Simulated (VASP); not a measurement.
# TiTe2 in VASP: single point with PBE

Aim: the single point of TiTe2 with PBE.

Everything below comes from runs of VASP 6.6.1. Logs are shortened: lines on timing, memory, paths and dates and some standing lists are left out, and cuts for length are marked.

**1. The cell of the first run**

The cell holds a sheet with vacuum, 3 atoms: a = 3.748 Å, b = 3.748 Å, c = 30.929 Å, α = 90.00°, β = 90.00°, γ = 120.00°.

**2. Single point, PBE**

Input file POSCAR:

```
TiTe2
1.0
    3.7477724883      0.0000000000      0.0000000000
   -1.8738862441      3.2456661825      0.0000000000
    0.0000000000      0.0000000000     30.9291448000
Ti Te
1 2
Direct
    0.0000000000      0.0000000000      0.2909876771
    0.3333333333      0.6666666667      0.2332359197
    0.3333333333      0.6666666667      0.3487394345
```

Input file INCAR.step1:

```
PREC = Accurate ; ENCUT = 520
EDIFF = 1E-6 ; ISMEAR = 0
SIGMA = 0.01 ; LREAL = F
LASPH = T ; NELM = 80
ALGO = Normal ; ISIF = 2
LWAVE = F ; LCHARG = T
LMAXMIX = 4 ; LDIPOL = T
IDIPOL = 3 ; DIPOL = 0.5 0.5 0.291
GGA = PE ; NBANDS = 19
```

Input file KPOINTS.step1:

```
regular mesh
0
Gamma
  12 12 1
```

Input file INCAR.step2:

```
PREC = Accurate ; ENCUT = 520
EDIFF = 1E-6 ; ISMEAR = -5
SIGMA = 0.01 ; LREAL = F
LASPH = T ; NELM = 80
ALGO = Normal ; ISIF = 2
LWAVE = F ; LCHARG = F
LMAXMIX = 4 ; LDIPOL = T
IDIPOL = 3 ; DIPOL = 0.5 0.5 0.291
GGA = PE ; LORBIT = 11
NBANDS = 19 ; NEDOS = 2001
ICHARG = 11
```

Input file KPOINTS.step2:

```
regular mesh
0
Gamma
  18 18 1
```

Potentials or basis: VASP PAW PBE potentials, release 64 (Ti_sv, Te).

Started as:

```bash
> cat potpaw_PBE.64/Ti_sv/POTCAR potpaw_PBE.64/Te/POTCAR > POTCAR
> cp INCAR.step1 INCAR
> cp KPOINTS.step1 KPOINTS
> mpirun -np 1 vasp_std > vasp.out
> cp INCAR.step2 INCAR
> cp KPOINTS.step2 KPOINTS
> mpirun -np 1 vasp_std > vasp.out
```

OUTCAR:

```text
PREC = Accurate
   ENCUT = 520
   EDIFF = 1E-6
   ISMEAR = -5
   LREAL = F
   LASPH = T
   NELM = 80
   ISIF = 2
   GGA = PE
   LORBIT = 11
   ICHARG = 11

 ion  position               nearest neighbor table
   1  0.000  0.000  0.291-   2 2.81   3 2.81   2 2.81   3 2.81   2 2.81   3 2.81
   2  0.333  0.667  0.233-   1 2.81   1 2.81   1 2.81   3 3.57
   3  0.333  0.667  0.349-   1 2.81   1 2.81   1 2.81   2 3.57

  LATTYP: Found a hexagonal cell.
 ALAT       =     3.7477724883
 C/A-ratio  =     8.2526740608

  Lattice vectors:

 A1 = (   3.7477724883,   0.0000000000,   0.0000000000)
 A2 = (  -1.8738862441,   3.2456661825,   0.0000000000)
 A3 = (   0.0000000000,   0.0000000000,  30.9291448000)

Analysis of symmetry for initial positions (statically):
=====================================================================
 Subroutine PRICEL returns:
 Original cell was already a primitive cell.

 Routine SETGRP: Setting up the symmetry group for a
 hexagonal supercell.

 Subroutine GETGRP returns: Found 12 space group operations
 (whereof  6 operations were pure point group operations)
 out of a pool of 24 trial point group operations.

The static configuration has the point symmetry C_3v.
 The point group associated with its full space group is D_3h.

Analysis of symmetry for dynamics (positions and initial velocities):
=====================================================================
 Subroutine PRICEL returns:
 Original cell was already a primitive cell.

 Routine SETGRP: Setting up the symmetry group for a
 hexagonal supercell.

 Subroutine GETGRP returns: Found 12 space group operations
 (whereof  6 operations were pure point group operations)
 out of a pool of 24 trial point group operations.

The dynamic configuration has the point symmetry C_3v.
 The point group associated with its full space group is D_3h.

 Subroutine INISYM returns: Found 12 space group operations
 (whereof  6 operations are pure point group operations),
 and found     1 'primitive' translations

----------------------------------------------------------------------------------------

                                     Primitive cell

  volume of cell :     376.2227

  direct lattice vectors                    reciprocal lattice vectors
     3.747772488  0.000000000  0.000000000     0.266825162  0.154051579  0.000000000
    -1.873886244  3.245666182  0.000000000     0.000000000  0.308103158  0.000000000
     0.000000000  0.000000000 30.929144800     0.000000000  0.000000000  0.032331964

  length of vectors
     3.747772488  3.747772488 30.929144800     0.308103158  0.308103158  0.032331964

  position of ions in fractional coordinates (direct lattice)
     0.000000000  0.000000000  0.290987677
     0.333333333  0.666666667  0.233235920
     0.333333333  0.666666667  0.348739434

  ion indices of the primitive-cell ions
   primitive index   ion index
                 1           1
                 2           2
                 3           3

----------------------------------------------------------------------------------------

 KPOINTS: regular mesh

Automatic generation of k-mesh.
 Grid dimensions read from file:
 generate k-points for:   18   18    1

 Generating k-lattice:

  Cartesian coordinates                     Fractional coordinates (reciprocal lattice)
     0.014823620  0.008558421  0.000000000     0.055555556 -0.000000000  0.000000000
     0.000000000  0.017116842  0.000000000     0.000000000  0.055555556  0.000000000
     0.000000000  0.000000000  0.032331964     0.000000000  0.000000000  1.000000000

  Length of vectors
     0.017116842  0.017116842  0.032331964

  Shift w.r.t. Gamma in fractional coordinates (k-lattice)
     0.000000000  0.000000000  0.000000000

 TETIRR: Found    169 inequivalent tetrahedra from     1944

 Subroutine IBZKPT returns following result:
 ===========================================

 Found     37 irreducible k-points:

 Following reciprocal coordinates:
            Coordinates               Weight
  0.000000  0.000000  0.000000      1.000000
  0.055556 -0.000000  0.000000      6.000000
  0.111111 -0.000000  0.000000      6.000000
  0.166667 -0.000000  0.000000      6.000000
  0.222222  0.000000  0.000000      6.000000
  0.277778 -0.000000  0.000000      6.000000
[... 16 lines left out ...]
  0.333333  0.111111  0.000000     12.000000
  0.388889  0.111111  0.000000     12.000000
 [... further k-points ...]
   k-points           NKPTS =     37   k-points in BZ     NKDIM =     37   number of bands    NBANDS=     19
   number of dos      NEDOS =   2001   number of ions     NIONS =      3
   total plane-waves  NPLWV = 188160
   dimension x,y,z NGX =    28 NGY =   28 NGZ =  240
   dimension x,y,z NGXF=    56 NGYF=   56 NGZF=  480
   ions per type =               1   2
   NGX,Y,Z   is equivalent  to a cutoff of  12.42, 12.42, 12.90 a.u.
   NGXF,Y,Z  is equivalent  to a cutoff of  24.84, 24.84, 25.80 a.u.
 SYSTEM =  unknown system
   PREC   = accura    normal or accurate (medium, high low for compatibility)
   ISTART =      0    job   : 0-new  1-cont  2-samecut
   ICHARG =     11    charge: 1-file 2-atom 10-const
   ISPIN  =      1    spin polarized calculation?
   LNONCOLLINEAR =      F non collinear calculations
   LSORBIT =      F    spin-orbit coupling
   LASPH  =      T    aspherical Exc in radial PAW
   ENCUT  =  520.0 eV  38.22 Ry    6.18 a.u.   6.97  6.97 57.51*2*pi/ulx,y,z
   NELM   =     80;   NELMIN=  2; NELMDL=  0     # of ELM steps
   EDIFF  = 0.1E-05   stopping-criterion for ELM
   LREAL  =      F    real-space projection
   EDIFFG = 0.1E-04   stopping-criterion for IOM
   NSW    =      0    number of steps for IOM
   IBRION =     -1    ionic relax: 0-MD 1-quasi-New 2-CG
   NFREE  =      0    steps in history (QN), initial steepest desc. (CG)
   ISIF   =      2    stress and relaxation
   ISYM   =      2    0-nonsym 1-usesym 2-fastsym
   POTIM  = 0.5000    time-step for ionic-motion
   TEBEG  =    0.0;   TEEND  =   0.0 temperature during run
   PSTRESS=    0.0 pullay stress
   NELECT =      24.0000    total number of electrons
   NUPDOWN=      -1.0000    fix difference up-down
   EMIN   =  10.00;   EMAX   =-10.00  energy-range for DOS
   EFERMI =   0.00;   METHOD = LEGACY
   ISMEAR =    -5;   SIGMA  =   0.01  broadening in eV -4-tet -1-fermi 0-gaus
   EFERMI_NEDOS =   21; number of points for ismear=-14 and -15
   IALGO  =     38    algorithm
   IMIX   =      4    mixing-type and parameters
     AMIX     =   0.40;   BMIX     =  1.00
     AMIX_MAG =   1.60;   BMIX_MAG =  1.00
  volume/ion in A,a.u.               =     125.41       846.29
  Fermi-wavevector in a.u.,A,eV,Ry     =   0.654129  1.236125  5.821730  0.427885
  Thomas-Fermi vector in A             =   1.724589
   LORBIT       =     11    0 simple, 1 ext, 2 COOP (PROOUT), +10 PAW based schemes
   GGA     = PE    functional components
   LHFCALC =     F    Hartree Fock is set to
   AEXX    =    0.0000 exact exchange contribution
   IVDW    =     0    specifies the selected vdW correction
   LEPSILON=     F    determine dielectric tensor
   LRPA    =     F    only Hartree local field effects (RPA)
 non-spin polarized calculation
 Fermi weights with tetrahedron method with Bloechl corrections
  energy-cutoff  :      520.00
  volume of cell :      376.22
 maximum number of plane-waves:     10179
 NGX is ok and might be reduce to    28

 number of electron      23.9999997 magnetization

 dipolmoment           0.000000      0.000000     -0.000047 electrons x Angstroem

 Free energy of the ion-electron system (eV)
  ---------------------------------------------------
  ext. energy  EPLUGINS =         0.00000000
  ---------------------------------------------------
  free energy    TOTEN  =       -15.88254013 eV

  energy without entropy =      -15.88254013  energy(sigma->0) =      -15.88254013

 E-fermi :  -2.7903     XC(G=0):  -2.5334

 val. band max:       -2.8062446693   @ k =   0.0000   0.0000   0.0000
 cond. band min:      -2.6241967914   @ k =   0.4444   0.0000   0.0000
 fundamental gap:      0.1820478779
 Fermi energy:        -2.7902588718

 k-point     1 :       0.0000    0.0000    0.0000
  band No.  band energies     occupation
      1     -59.9137      2.00000
      2     -36.2023      2.00000
      3     -36.2023      2.00000
      4     -36.0573      2.00000
      5     -14.4519      2.00000
      6     -13.5790      2.00000
[... 11 lines left out ...]
     18       1.6909      0.00000
     19       2.1480      0.00000

 k-point     2 :       0.0556   -0.0000    0.0000
  band No.  band energies     occupation
      1     -59.9136      2.00000
      2     -36.2036      2.00000
      3     -36.2026      2.00000
      4     -36.0570      2.00000
      5     -14.4197      2.00000
      6     -13.5536      2.00000
[... 11 lines left out ...]
     18       1.7863      0.00000
     19       2.1952      0.00000

 k-point     3 :       0.1111   -0.0000    0.0000
  band No.  band energies     occupation
      1     -59.9133      2.00000
      2     -36.2074      2.00000
      3     -36.2035      2.00000
      4     -36.0562      2.00000
      5     -14.3249      2.00000
      6     -13.4785      2.00000
[... 11 lines left out ...]
     18       1.9707      0.00000
     19       2.3299      0.00000

 k-point     4 :       0.1667   -0.0000    0.0000
  band No.  band energies     occupation
      1     -59.9129      2.00000
      2     -36.2131      2.00000
      3     -36.2048      2.00000
      4     -36.0549      2.00000
      5     -14.1722      2.00000
      6     -13.3580      2.00000
[... 11 lines left out ...]
     18       2.1835      0.00000
     19       2.5447      0.00000

 k-point     5 :       0.2222    0.0000    0.0000
  band No.  band energies     occupation
      1     -59.9124      2.00000
      2     -36.2201      2.00000
      3     -36.2065      2.00000
      4     -36.0533      2.00000
      5     -13.9710      2.00000
      6     -13.1996      2.00000
[... 11 lines left out ...]
     18       2.4239      0.00000
     19       2.8340      0.00000
[... 334 lines left out ...]
      2     -36.2284      2.00000
      3     -36.2102      2.00000
      4     -36.0512      2.00000
      5     -13.6616      2.00000
      6     -12.9572      2.00000
[... 11 lines left out ...]
     18       2.8317      0.00000
     19       3.3026      0.00000

 k-point    22 :       0.2778    0.1111    0.0000
  band No.  band energies     occupation
      1     -59.9112      2.00000
      2     -36.2344      2.00000
      3     -36.2123      2.00000
      4     -36.0497      2.00000
      5     -13.4251      2.00000
      6     -12.7738      2.00000
[... 11 lines left out ...]
     18       2.5467      0.00000
     19       3.3812      0.00000

 k-point    23 :       0.3333    0.1111    0.0000
  band No.  band energies     occupation
      1     -59.9108      2.00000
      2     -36.2393      2.00000
      3     -36.2139      2.00000
      4     -36.0485      2.00000
      5     -13.2108      2.00000
      6     -12.6095      2.00000
[... 11 lines left out ...]
     18       1.9751      0.00000
     19       3.6806      0.00000

 k-point    24 :       0.3889    0.1111    0.0000
  band No.  band energies     occupation
      1     -59.9106      2.00000
      2     -36.2425      2.00000
      3     -36.2150      2.00000
      4     -36.0477      2.00000
      5     -13.0575      2.00000
      6     -12.4934      2.00000
[... 11 lines left out ...]
     18       1.5609      0.00000
     19       3.9136      0.00000

 [... further k-points ...]

------------------------ aborting loop because EDIFF is reached ----------------------------------------

 vacuum level on the upper side and lower side of the slab       (xc-potential included)        -0.007        -0.006

  FORCE on cell =-STRESS in cart. coord.  units (eV):
  Direction    XX          YY          ZZ          XY          YZ          ZX
  --------------------------------------------------------------------------------------
  -------------------------------------------------------------------------------------
  Total       -0.0168300     -0.0168300      0.0657762     -0.0000000      0.0000000      0.0000000
  in kB       -0.0716720     -0.0716720      0.2801139     -0.0000000      0.0000000      0.0000000
  external PRESSURE =       0.0455900 kB  Pullay stress =       0.0000000 kB

 VOLUME and BASIS-vectors are now :
 -----------------------------------------------------------------------------
  energy-cutoff  :      520.00
  volume of cell :      376.22
      direct lattice vectors                 reciprocal lattice vectors
     3.747772488  0.000000000  0.000000000     0.266825162  0.154051579  0.000000000
    -1.873886244  3.245666182  0.000000000     0.000000000  0.308103158  0.000000000
     0.000000000  0.000000000 30.929144800     0.000000000  0.000000000  0.032331964

 POSITION                                       TOTAL-FORCE (eV/Angst)
 -----------------------------------------------------------------------------------
      0.00000      0.00000      9.00000         0.000000     -0.000000     -0.000000
     -0.00000      2.16378      7.21379         0.000000      0.000000     -0.017494
     -0.00000      2.16378     10.78621        -0.000000      0.000000      0.017494
 -----------------------------------------------------------------------------------
    total drift:                                0.000008     -0.000005     -0.029176

  FREE ENERGIE OF THE ION-ELECTRON SYSTEM (eV)
  ---------------------------------------------------
  free  energy   TOTEN  =       -15.8825401261 eV

  energy  without entropy=      -15.8825401261  energy(sigma->0) =      -15.88254013

 vacuum level on the upper side and lower side of the slab         2.506         2.507

 total charge

# of ion       s       p       d       tot
------------------------------------------
    1        2.161   6.109   1.866  10.137
    2        1.382   1.999   0.033   3.414
    3        1.382   1.999   0.033   3.414
--------------------------------------------------
tot          4.926  10.107   1.932  16.965
```

Wall time 5.3 min (1 thread of Intel Xeon Platinum 8259CL at 2.50GHz (Skylake/Cascade Lake), shared host); peak memory 0.58 GiB.

What came out:

* Valence electrons inside the program's atomic spheres: Ti 10.14; Te 3.41

Levels at points of the mesh, in eV from the valence-band top:
```tsv
k point	band 8	band 9	band 10	band 11	band 12	band 13	band 14	band 15	band 16	band 17
(0.00, 0.00, 0.00)	-0.95	-0.73	-0.73	0.00	0.00	0.89	2.81	2.81	2.94	2.94
(0.50, 0.00, 0.00)	-3.50	-2.53	-1.23	-0.64	-0.34	0.19	1.64	1.93	3.09	3.29
```

Caveat: spin-orbit coupling is left out, which moves the levels of the heavy elements.
